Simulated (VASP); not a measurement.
# AlCu3 (P-4m2) in VASP: further runs

AlCu3 is run at these levels: LDA; tasks: single point.

Everything below comes from runs of VASP 6.6.1. Logs are shortened: lines on timing, memory, paths and dates and some standing lists are left out, and cuts for length are marked.

### 1 The cell of the first run

Symmetry: P-4m2, No. 115, tetragonal system. The conventional cell has a = 3.559 Å, b = 3.559 Å, c = 3.559 Å, α = 90.00°, β = 90.00°, γ = 90.00°. Al (site symmetry -4m2) has 12 Cu at 2.45 to 2.58 Å within 3.2 Å. Cu (site symmetry 2mm) has 4 Al at 2.45 to 2.58 Å and 8 Cu at 2.45 to 2.58 Å within 3.2 Å. Cu (site symmetry -4m2) has 8 Cu at 2.45 to 2.58 Å and 4 Al at 2.52 Å within 3.2 Å.

### 2 Single point, LDA (atoms displaced along a vibrational mode, the cell strained)

File INCAR:

```
SYSTEM = AlCu3
ALGO = Fast
EDIFF = 1E-7
ENCUT = 520
GGA = CA
ISIF = 2
ISMEAR = 0
LASPH = .TRUE.
LCHARG = .FALSE.
LREAL = .FALSE.
LWAVE = .FALSE.
NBANDS = 26
NELM = 80
PREC = Accurate
SIGMA = 0.15
```

File KPOINTS:

```
k-points
0
G
  12 12 12
  0 0 0
```

File POSCAR:

```
AlCu3
1.0
    3.5592369196      0.0000000000      0.0000000000
    0.0000000000      3.5592369196      0.0000000000
    0.0000000000      0.0000000000      3.5592369196
Al Cu
1 3
Direct
    0.0000000000      0.0000000000      0.0000000000
    0.5000000000      0.4732517947      0.0000000000
    0.5000000000      0.0000000000      0.5000000000
    0.0000000000      0.5267482053      0.5000000000
```

Potentials or basis: VASP PAW LDA potentials, release 64 (Al, Cu).

On the command line:

```
$ cat potpaw_LDA.64/Al/POTCAR potpaw_LDA.64/Cu/POTCAR > POTCAR
$ mpirun -np 1 vasp_std > vasp.out
```

OUTCAR:

```text
SYSTEM = AlCu3
   EDIFF = 1E-7
   ENCUT = 520
   GGA = CA
   ISIF = 2
   ISMEAR = 0
   LASPH = .TRUE.
   LREAL = .FALSE.
   NELM = 80
   PREC = Accurate

 ion  position               nearest neighbor table
   1  0.000  0.000  0.000-   2 2.45   4 2.45   4 2.45   2 2.45   3 2.52   3 2.52   3 2.52   3 2.52
                             4 2.58   4 2.58   2 2.58   2 2.58
   2  0.500  0.473  0.000-   1 2.45   3 2.45   3 2.45   1 2.45   4 2.52   4 2.52   4 2.52   4 2.52
                             1 2.58   3 2.58   1 2.58   3 2.58
   3  0.500  0.000  0.500-   2 2.45   4 2.45   2 2.45   4 2.45   1 2.52   1 2.52   1 2.52   1 2.52
                             4 2.58   4 2.58   2 2.58   2 2.58
   4  0.000  0.527  0.500-   1 2.45   3 2.45   1 2.45   3 2.45   2 2.52   2 2.52   2 2.52   2 2.52
                             1 2.58   3 2.58   1 2.58   3 2.58

  LATTYP: Found a simple cubic cell.
 ALAT       =     3.5592369196

  Lattice vectors:

 A1 = (   3.5592369196,   0.0000000000,   0.0000000000)
 A2 = (   0.0000000000,   3.5592369196,   0.0000000000)
 A3 = (   0.0000000000,   0.0000000000,   3.5592369196)

Analysis of symmetry for initial positions (statically):
=====================================================================
 Subroutine PRICEL returns:
 Original cell was already a primitive cell.

 Routine SETGRP: Setting up the symmetry group for a
 simple cubic supercell.

 Subroutine GETGRP returns: Found  8 space group operations
 (whereof  8 operations were pure point group operations)
 out of a pool of 48 trial point group operations.

The static configuration has the point symmetry D_2d.

Analysis of symmetry for dynamics (positions and initial velocities):
=====================================================================
 Subroutine PRICEL returns:
 Original cell was already a primitive cell.

 Routine SETGRP: Setting up the symmetry group for a
 simple cubic supercell.

 Subroutine GETGRP returns: Found  8 space group operations
 (whereof  8 operations were pure point group operations)
 out of a pool of 48 trial point group operations.

The dynamic configuration has the point symmetry D_2d.

 Subroutine INISYM returns: Found  8 space group operations
 (whereof  8 operations are pure point group operations),
 and found     1 'primitive' translations

----------------------------------------------------------------------------------------

                                     Primitive cell

  volume of cell :      45.0890

  direct lattice vectors                    reciprocal lattice vectors
     3.559236920  0.000000000  0.000000000     0.280959100  0.000000000  0.000000000
     0.000000000  3.559236920  0.000000000     0.000000000  0.280959100  0.000000000
     0.000000000  0.000000000  3.559236920     0.000000000  0.000000000  0.280959100

  length of vectors
     3.559236920  3.559236920  3.559236920     0.280959100  0.280959100  0.280959100

  position of ions in fractional coordinates (direct lattice)
     0.000000000  0.000000000  0.000000000
     0.500000000  0.473251795  0.000000000
     0.500000000  0.000000000  0.500000000
     0.000000000  0.526748205  0.500000000

  ion indices of the primitive-cell ions
   primitive index   ion index
                 1           1
                 2           2
                 3           3
                 4           4

----------------------------------------------------------------------------------------

 KPOINTS: k-points

Automatic generation of k-mesh.
 Grid dimensions read from file:
 generate k-points for:   12   12   12

 Generating k-lattice:

  Cartesian coordinates                     Fractional coordinates (reciprocal lattice)
     0.023413258  0.000000000  0.000000000     0.083333333  0.000000000  0.000000000
     0.000000000  0.023413258  0.000000000     0.000000000  0.083333333  0.000000000
     0.000000000  0.000000000  0.023413258     0.000000000  0.000000000  0.083333333

  Length of vectors
     0.023413258  0.023413258  0.023413258

  Shift w.r.t. Gamma in fractional coordinates (k-lattice)
     0.000000000  0.000000000  0.000000000

 Subroutine IBZKPT returns following result:
 ===========================================

 Found    196 irreducible k-points:

 Following reciprocal coordinates:
            Coordinates               Weight
  0.000000  0.000000  0.000000      1.000000
  0.083333  0.000000  0.000000      4.000000
  0.000000  0.083333  0.000000      2.000000
  0.166667  0.000000  0.000000      4.000000
  0.000000  0.166667  0.000000      2.000000
  0.250000  0.000000  0.000000      4.000000
[... 16 lines left out ...]
  0.000000  0.333333  0.083333      8.000000
  0.083333  0.000000  0.333333      8.000000
 [... further k-points ...]
   k-points           NKPTS =    196   k-points in BZ     NKDIM =    196   number of bands    NBANDS=     26
   number of dos      NEDOS =    301   number of ions     NIONS =      4
   total plane-waves  NPLWV =  21952
   dimension x,y,z NGX =    28 NGY =   28 NGZ =   28
   dimension x,y,z NGXF=    56 NGYF=   56 NGZF=   56
   ions per type =               1   3
   NGX,Y,Z   is equivalent  to a cutoff of  13.08, 13.08, 13.08 a.u.
   NGXF,Y,Z  is equivalent  to a cutoff of  26.16, 26.16, 26.16 a.u.
 SYSTEM =  AlCu3
   PREC   = accura    normal or accurate (medium, high low for compatibility)
   ISTART =      0    job   : 0-new  1-cont  2-samecut
   ICHARG =      2    charge: 1-file 2-atom 10-const
   ISPIN  =      1    spin polarized calculation?
   LNONCOLLINEAR =      F non collinear calculations
   LSORBIT =      F    spin-orbit coupling
   LASPH  =      T    aspherical Exc in radial PAW
   ENCUT  =  520.0 eV  38.22 Ry    6.18 a.u.   6.62  6.62  6.62*2*pi/ulx,y,z
   NELM   =     80;   NELMIN=  2; NELMDL= -5     # of ELM steps
   EDIFF  = 0.1E-06   stopping-criterion for ELM
   LREAL  =      F    real-space projection
   EDIFFG = 0.1E-05   stopping-criterion for IOM
   NSW    =      0    number of steps for IOM
   IBRION =     -1    ionic relax: 0-MD 1-quasi-New 2-CG
   NFREE  =      0    steps in history (QN), initial steepest desc. (CG)
   ISIF   =      2    stress and relaxation
   ISYM   =      2    0-nonsym 1-usesym 2-fastsym
   POTIM  = 0.5000    time-step for ionic-motion
   TEBEG  =    0.0;   TEEND  =   0.0 temperature during run
   PSTRESS=    0.0 pullay stress
   NELECT =      36.0000    total number of electrons
   NUPDOWN=      -1.0000    fix difference up-down
   EMIN   =  10.00;   EMAX   =-10.00  energy-range for DOS
   EFERMI =   0.00;   METHOD = LEGACY
   ISMEAR =     0;   SIGMA  =   0.15  broadening in eV -4-tet -1-fermi 0-gaus
   EFERMI_NEDOS =   21; number of points for ismear=-14 and -15
   IALGO  =     68    algorithm
   IMIX   =      4    mixing-type and parameters
     AMIX     =   0.40;   BMIX     =  1.00
     AMIX_MAG =   1.60;   BMIX_MAG =  1.00
  volume/ion in A,a.u.               =      11.27        76.07
  Fermi-wavevector in a.u.,A,eV,Ry     =   1.518747  2.870016 31.383096  2.306592
  Thomas-Fermi vector in A             =   2.627826
   LORBIT       =      0    0 simple, 1 ext, 2 COOP (PROOUT), +10 PAW based schemes
   GGA     = CA    functional components
   LHFCALC =     F    Hartree Fock is set to
   AEXX    =    0.0000 exact exchange contribution
   IVDW    =     0    specifies the selected vdW correction
   LEPSILON=     F    determine dielectric tensor
   LRPA    =     F    only Hartree local field effects (RPA)
 non-spin polarized calculation
 RMM-DIIS sequential band-by-band and
 Gauss-broadening in eV      SIGMA  =   0.15
  energy-cutoff  :      520.00
  volume of cell :       45.09
 maximum number of plane-waves:      1233
 NGX is ok and might be reduce to    28
   NGX = 13   NGY = 13   NGZ = 13

 number of electron      35.9999969 magnetization

 Free energy of the ion-electron system (eV)
  ---------------------------------------------------
  ext. energy  EPLUGINS =         0.00000000
  ---------------------------------------------------
  free energy    TOTEN  =       -19.01904999 eV

  energy without entropy =      -19.00849356  energy(sigma->0) =      -19.01377177

 E-fermi :   9.3507     XC(G=0): -12.9910

 val. band max:        9.3304161063   @ k =   0.1667   0.2500   0.1667
 cond. band min:       9.3540442110   @ k =   0.1667   0.0833   0.0833
 fundamental gap:      0.0236281047
 Fermi energy:         9.3506748932

 k-point     1 :       0.0000    0.0000    0.0000
  band No.  band energies     occupation
      1      -1.8168      2.00000
      2       3.4968      2.00000
      3       4.0906      2.00000
      4       4.1242      2.00000
      5       4.3871      2.00000
      6       4.3871      2.00000
[... 18 lines left out ...]
     25      20.3271      0.00000
     26      21.7042      0.00000

 k-point     2 :       0.0833    0.0000    0.0000
  band No.  band energies     occupation
      1      -1.7322      2.00000
      2       3.5213      2.00000
      3       4.0637      2.00000
      4       4.1602      2.00000
      5       4.3790      2.00000
      6       4.4049      2.00000
[... 18 lines left out ...]
     25      20.0330      0.00000
     26      21.2122      0.00000

 k-point     3 :       0.0000    0.0833    0.0000
  band No.  band energies     occupation
      1      -1.7322      2.00000
      2       3.5228      2.00000
      3       4.0772      2.00000
      4       4.1497      2.00000
      5       4.4005      2.00000
      6       4.4005      2.00000
[... 18 lines left out ...]
     25      20.0384      0.00000
     26      21.1746      0.00000

 k-point     4 :       0.1667    0.0000    0.0000
  band No.  band energies     occupation
      1      -1.4799      2.00000
      2       3.5596      2.00000
      3       3.9655      2.00000
      4       4.2734      2.00000
      5       4.4009      2.00000
      6       4.4633      2.00000
[... 18 lines left out ...]
     25      19.3566      0.00000
     26      20.2522      0.00000

 k-point     5 :       0.0000    0.1667    0.0000
  band No.  band energies     occupation
      1      -1.4801      2.00000
      2       3.5663      2.00000
      3       3.9766      2.00000
      4       4.2803      2.00000
      5       4.4395      2.00000
      6       4.4395      2.00000
[... 18 lines left out ...]
     25      19.3586      0.00000
     26      20.3404      0.00000

 k-point     6 :       0.2500    0.0000    0.0000
  band No.  band energies     occupation
      1      -1.0651      2.00000
      2       3.3798      2.00000
      3       3.9270      2.00000
      4       4.4094      2.00000
      5       4.4513      2.00000
      6       4.5602      2.00000
[... 427 lines left out ...]
 k-point    21 :       0.0833    0.0000    0.2500
  band No.  band energies     occupation
      1      -0.9834      2.00000
      2       3.4265      2.00000
      3       3.9449      2.00000
      4       4.3982      2.00000
      5       4.4505      2.00000
      6       4.5539      2.00000
[... 18 lines left out ...]
     25      19.1567      0.00000
     26      20.0814      0.00000

 k-point    22 :       0.3333    0.0833    0.0000
  band No.  band energies     occupation
      1      -0.4195      2.00000
      2       2.8475      2.00000
      3       4.0604      2.00000
      4       4.4933      2.00000
      5       4.5028      2.00000
      6       4.6795      2.00000
[... 18 lines left out ...]
     25      19.1234      0.00000
     26      20.7014      0.00000

 k-point    23 :       0.0000    0.3333    0.0833
  band No.  band energies     occupation
      1      -0.4207      2.00000
      2       2.8536      2.00000
      3       4.0777      2.00000
      4       4.5275      2.00000
      5       4.5471      2.00000
      6       4.6935      2.00000
[... 18 lines left out ...]
     25      19.0881      0.00000
     26      20.7204      0.00000

 k-point    24 :       0.0833    0.0000    0.3333
  band No.  band energies     occupation
      1      -0.4194      2.00000
      2       2.8473      2.00000
      3       4.0630      2.00000
      4       4.4894      2.00000
      5       4.5137      2.00000
      6       4.6672      2.00000
[... 18 lines left out ...]
     25      19.1010      0.00000
     26      20.6805      0.00000

 [... further k-points ...]

------------------------ aborting loop because EDIFF is reached ----------------------------------------

  FORCE on cell =-STRESS in cart. coord.  units (eV):
  Direction    XX          YY          ZZ          XY          YZ          ZX
  --------------------------------------------------------------------------------------
  -------------------------------------------------------------------------------------
  Total        1.6732095      1.7178939      1.6732095      0.0000000      0.0000000      0.0000000
  in kB       59.4552496     61.0430490     59.4552496      0.0000000      0.0000000      0.0000000
  external PRESSURE =      59.9845161 kB  Pullay stress =       0.0000000 kB

 VOLUME and BASIS-vectors are now :
 -----------------------------------------------------------------------------
  energy-cutoff  :      520.00
  volume of cell :       45.09
      direct lattice vectors                 reciprocal lattice vectors
     3.559236920  0.000000000  0.000000000     0.280959100  0.000000000  0.000000000
     0.000000000  3.559236920  0.000000000     0.000000000  0.280959100  0.000000000
     0.000000000  0.000000000  3.559236920     0.000000000  0.000000000  0.280959100

 POSITION                                       TOTAL-FORCE (eV/Angst)
 -----------------------------------------------------------------------------------
      0.00000      0.00000      0.00000        -0.000000      0.000000     -0.000000
      1.77962      1.68442      0.00000        -0.000000      0.718705      0.000000
      1.77962      0.00000      1.77962        -0.000000      0.000000     -0.000000
      0.00000      1.87482      1.77962         0.000000     -0.718705     -0.000000
 -----------------------------------------------------------------------------------
    total drift:                                0.000000      0.000001      0.000000

  FREE ENERGIE OF THE ION-ELECTRON SYSTEM (eV)
  ---------------------------------------------------
  free  energy   TOTEN  =       -19.0190499905 eV

  energy  without entropy=      -19.0084935558  energy(sigma->0) =      -19.01377177
```

Wall time 5.9 min (1 thread of AMD EPYC 7R43 (Zen 3), shared host); peak memory 0.25 GiB.

Results:

```yaml
Free_energy: -19.0190 eV
Pressure: 6.0 GPa
Largest_force: 0.719 eV/Å
Band_gap_on_the_k_mesh: zero (bands 18 and 19 overlap by 5.83 eV)
```

Forces in eV/Å, atoms in the order of the input:
```
Al   0.000  0.000  0.000
Cu   0.000  0.719  0.000
Cu   0.000  0.000  0.000
Cu   0.000 -0.719  0.000
```

Levels at points of the mesh, in eV from the Fermi level:
| k point | band 15 | band 16 | band 17 | band 18 | band 19 | band 20 | band 21 | band 22 |
| --- | --- | --- | --- | --- | --- | --- | --- | --- |
| (0.00, 0.00, 0.00) | -2.20 | -2.20 | -0.35 | -0.35 | -0.25 | 4.59 | 4.66 | 5.52 |
| (0.50, 0.00, 0.00) | -3.07 | -2.65 | -2.20 | 3.84 | 3.96 | 4.01 | 4.01 | 5.06 |
| (0.00, 0.50, 0.00) | -3.01 | -2.67 | -2.23 | 3.98 | 3.98 | 4.05 | 4.05 | 4.95 |
| (0.50, 0.50, 0.00) | -3.05 | -2.91 | -2.50 | -1.26 | -1.25 | 6.46 | 6.61 | 6.92 |
| (0.50, 0.00, 0.50) | -3.20 | -2.90 | -2.48 | -1.28 | -1.28 | 6.67 | 6.68 | 6.68 |
| (0.50, 0.50, 0.50) | -3.03 | -2.43 | -2.39 | -2.39 | -1.56 | 1.59 | 1.91 | 1.92 |

Caveat: the cell differs from its parent crystal (atoms displaced along a vibrational mode, the cell strained); the cell stands under pressure.

### 3 Single point, LDA (atoms displaced along a vibrational mode, the cell strained)

File INCAR:

```
ALGO     = Fast           # electronic algorithm
EDIFF    = 1E-7           # SCF threshold, eV
ENCUT    = 520            # plane-wave cutoff, eV
ISIF     = 2              # what is computed and relaxed
ISMEAR   = 0              # smearing method
LASPH    = T              # aspherical terms in the spheres
LCHARG   = T              # write CHGCAR
LELF     = T              # ELF
LREAL    = F              # projectors in reciprocal space
LVHAR    = T            
LWAVE    = F              # write WAVECAR
NBANDS   = 26             # bands
NELM     = 80             # most SCF steps
PREC     = Accurate       # precision mode
SIGMA    = 0.15           # smearing width, eV
```

File KPOINTS:

```
k-points
0
Gamma
  12 12 12
```

File POSCAR:

```
AlCu3
1.0
    3.5592369196      0.0000000000      0.0000000000
    0.0000000000      3.5592369196      0.0000000000
    0.0000000000      0.0000000000      3.5592369196
Al Cu
1 3
Direct
    0.0000000000      0.0000000000      0.0000000000
    0.5000000000      0.4893007179      0.0000000000
    0.5000000000      0.0000000000      0.5000000000
    0.0000000000      0.5106992821      0.5000000000
```

Potentials or basis: VASP PAW LDA potentials, release 64 (Al, Cu).

On the command line:

```
$ cat potpaw_LDA.64/Al/POTCAR potpaw_LDA.64/Cu/POTCAR > POTCAR
$ mpirun -np 1 vasp_std > vasp.out
```

Run time: 6.7 min. Hardware: 1 thread of AMD EPYC 7R43 (Zen 3), shared host; peak memory 0.25 GiB.

The run converged. Its results:

* Free energy: -19.0761 eV
* Pressure: 5.2 GPa
* Largest force: 0.284 eV/Å
* Band gap on the k mesh: zero (bands 18 and 19 overlap by 5.83 eV)

Forces in eV/Å, atoms in the order of the input:
```
Al   0.000  0.000  0.000
Cu   0.000  0.284  0.000
Cu   0.000  0.000  0.000
Cu   0.000 -0.284  0.000
```

Levels at points of the mesh, in eV from the Fermi level:
```
           k point  band 14  band 15  band 16  band 17  band 18  band 19  band 20  band 21  band 22  band 23
(0.00, 0.00, 0.00)    -2.20    -2.20    -2.20    -0.35    -0.35    -0.33     4.64     4.66     5.55    10.94
(0.50, 0.00, 0.00)    -3.17    -3.09    -2.66    -2.19     3.98     4.00     4.01     4.01     4.96     6.35
(0.00, 0.50, 0.00)    -3.23    -3.06    -2.66    -2.20     4.00     4.00     4.02     4.02     4.94     6.35
(0.50, 0.50, 0.00)    -3.11    -3.08    -2.96    -2.50    -1.25    -1.25     6.59     6.64     6.79     7.34
(0.50, 0.00, 0.50)    -3.13    -3.11    -2.95    -2.50    -1.26    -1.26     6.65     6.65     6.72     7.35
(0.50, 0.50, 0.50)    -3.13    -3.10    -2.39    -2.38    -2.38    -1.61     1.60     1.93     1.93     1.93
```

Caveat: the cell differs from its parent crystal (atoms displaced along a vibrational mode, the cell strained); the cell stands under pressure.
